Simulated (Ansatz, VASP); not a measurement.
**One calculation of C, two programs**

Contents of INCAR:

```
PREC = Accurate
ENCUT = 600
EDIFF = 1E-7
ISMEAR = 0
SIGMA = 0.02
LREAL = F
LASPH = T
NELM = 100
ALGO = Normal
ISIF = 3
LWAVE = F
LCHARG = F
GGA = PS
IBRION = 2
NSW = 100
EDIFFG = -0.005
```

KPOINTS

```
regular mesh
0
Gamma
  12 12 4
```

The input POSCAR:

```
C
1.0
    2.5220988435      0.0000000000      0.0000000000
   -1.2610494217      2.1842016693      0.0000000000
    0.0000000000      0.0000000000      8.2371000000
C
8
Direct
    0.0000000000      0.0000000000      0.0937500000
    0.0000000000      0.0000000000      0.5937500000
    0.0000000000      0.0000000000      0.4062500000
    0.0000000000      0.0000000000      0.9062500000
    0.3333333333      0.6666666667      0.1562500000
    0.6666666667      0.3333333333      0.6562500000
    0.3333333333      0.6666666667      0.3437500000
    0.6666666667      0.3333333333      0.8437500000
```

Input for Ansatz:

```yaml
crystal:
  lattice:
    - [2.5220988435, 0.0, 0.0]
    - [-1.2610494217, 2.1842016693, 0.0]
    - [0.0, 0.0, 8.2371]
  atoms:
    - { symbol: C, position: [0.0, 0.0, 0.09375] }
    - { symbol: C, position: [0.0, 0.0, 0.59375] }
    - { symbol: C, position: [0.0, 0.0, 0.40625] }
    - { symbol: C, position: [0.0, 0.0, 0.90625] }
    - { symbol: C, position: [0.3333333333, 0.6666666667, 0.15625] }
    - { symbol: C, position: [0.6666666667, 0.3333333333, 0.65625] }
    - { symbol: C, position: [0.3333333333, 0.6666666667, 0.34375] }
    - { symbol: C, position: [0.6666666667, 0.3333333333, 0.84375] }
basis:
  ecutwfc: 420
kpoints:
  mp_grid: { grid: [12, 12, 4] }
hamiltonian:
  xc: pbesol
scf:
  occupations: { method: gaussian, width: 0.02 }
output:
  forces: true
  stress: true
  eigenvalues: true
relax:
  adjacent_minimum: "off"
  f_tol: 0.005
  max_steps: 80
  cell: { stress_tol: 0.05 }
```

Alike in both runs: task relaxation of cell and atoms; functional PBEsol; k mesh 12 × 12 × 4; occupations gaussian, width 0.02 eV; no spin polarisation.

|  | VASP | Ansatz |
| --- | --- | --- |
| version | VASP 6.6.1 | Ansatz 0.2.0 |
| potentials or method | VASP PAW PBE potentials, release 64 (C), cutoff 600 eV | scalar-relativistic, plane waves, PAW |
| valence electrons in the cell | 32 | 32 |

Ansatz gave:

```
gap on the k mesh at the Fermi level, each at its own relaxed structure (eV) : 4.44
relaxed volume (Å³/atom)                                                     : 5.62
relaxed cell length with the largest relative difference (Å)                 : 2.505
```

Question: Which values does VASP return?

Answer: gap on the k mesh at the Fermi level, each at its own relaxed structure (eV): 4.43; relaxed volume (Å³/atom): 5.62; relaxed cell length with the largest relative difference (Å): 2.506.

VASP's potentials were made for PBE, not for PBEsol.
